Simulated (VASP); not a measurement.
**BN: single point with r2SCAN**

BN:

```
B N
1.0
     0.00000    1.80483    1.89200
     1.80483    0.00000    1.89200
     1.80483    1.80483    0.00000
B N
1 1
Direct
  0.00000 0.00000 0.00000
  0.25000 0.25000 0.25000
```

This cell differs from its parent crystal: uniaxial z strain +4.8%.

| Quantity | Value |
| --- | --- |
| Program | VASP 6.6.1 |
| Task | single point |
| Functional | r2SCAN |
| Potentials or basis | VASP PAW PBE potentials, release 64 (B, N) |
| Cutoff | 520 eV |
| k mesh | 12 × 12 × 12 |
| Occupations | gaussian, width 0.01 eV |
| Spin | no spin polarisation |
| Dipole correction | no |
| Further INCAR settings | ALGO = Normal; EDIFF = 1e-06; NBANDS = 11 |

```yaml
Pressure: -16.0 GPa
Band_gap_on_the_k_mesh: 4.50 eV, indirect (least direct gap 9.06 eV)
```

Stress tensor (GPa, compression positive):
```
 -5.64   0.00   0.00
  0.00  -5.64   0.00
  0.00   0.00 -36.66
```

Levels at points of the mesh, in eV from the valence-band top:
| k point | band 1 | band 2 | band 3 | band 4 | band 5 | band 6 | band 7 | band 8 |
| --- | --- | --- | --- | --- | --- | --- | --- | --- |
| (0.00, 0.00, 0.00) | -20.97 | -0.50 | 0.00 | 0.00 | 9.06 | 9.06 | 9.39 | 10.15 |
| (0.50, 0.00, 0.00) | -16.87 | -10.85 | -2.47 | -1.72 | 9.50 | 11.32 | 11.34 | 15.78 |
| (0.50, 0.50, 0.00) | -15.86 | -9.65 | -4.61 | -4.61 | 5.31 | 10.14 | 18.31 | 18.31 |
| (0.50, 0.00, 0.50) | -15.34 | -8.98 | -5.26 | -5.24 | 4.50 | 9.03 | 18.01 | 18.71 |

Wall time 44 s on 1 thread of Intel(R) Xeon(R) 6975P-C (Granite Rapids), on a shared host, peak memory 0.14 GiB.

Caveat: the cell differs from its parent crystal (uniaxial z strain +4.8%); the PAW data sets were made with another functional, which shifts forces and pressure a little. A k mesh can miss the band edges.
